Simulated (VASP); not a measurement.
Ga:

```
Ga
1.0
     2.68722    0.00000    0.00000
     0.00000    2.68722    0.00000
     0.00000    0.00000    5.84040
Ga
2
Direct
  0.50000 0.50000 0.22554
  0.50000 0.50000 0.77446
```

The cell was built from a structure type or drawn by symmetry, and may not be a known phase.

```yaml
Program: VASP 6.6.1
Task: relaxation of cell and atoms
Functional: PBE
Potentials_or_basis: VASP PAW PBE potentials, release 64 (Ga_d)
Cutoff: 600 eV
k_mesh: 6 × 6 × 4
Occupations: gaussian, width 0.1 eV
Spin: no spin polarisation
```

At the start: pressure 1.0 GPa; volume 21.09 Å³/atom.

**Question.** How do energy, volume and symmetry change on relaxing?

**Answer.** Over 15 steps the energy falls by 69.8 meV/atom and the volume is 20.41 Å³/atom (-3.2 %); space group P4/mmm (No. 123, to 0.1 Å) before and after.

Step by step:
```csv
step,energy change (eV),largest force (eV/Å),pressure (GPa),volume (Å³)
1,0.0000,0.5783,1.02,42.17
2,-0.0320,0.4136,-0.51,43.00
3,-0.0561,0.2583,-1.94,44.30
4,-0.0268,0.0614,-4.39,46.96
5,-0.0592,0.1921,-2.83,44.91
6,-0.0801,0.1357,-2.63,44.33
7,-0.1036,0.2084,-2.13,42.61
8,-0.1196,0.1644,-0.96,41.46
9,-0.1212,0.0392,2.33,39.10
10,-0.1265,0.1184,0.56,40.27
11,-0.1362,0.0469,0.63,40.16
12,-0.1218,0.1644,1.42,39.91
13,-0.1381,0.0168,0.90,40.10
14,-0.1397,0.0085,0.18,40.70
15,-0.1396,0.0096,-0.06,40.82
```

Final structure:
```yaml
crystal:
  lattice:
    - [2.76881, 0.00000, 0.00000]
    - [0.00000, 2.76881, 0.00000]
    - [0.00000, 0.00000, 5.32399]
  atoms:
    - { symbol: Ga, position: [0.50000, 0.50000, 0.24988] }
    - { symbol: Ga, position: [0.50000, 0.50000, 0.75012] }
```

Caveat: the k points lie up to 0.38 Å⁻¹ apart in the final cell, too coarse for converged energies and pressures of a metal.
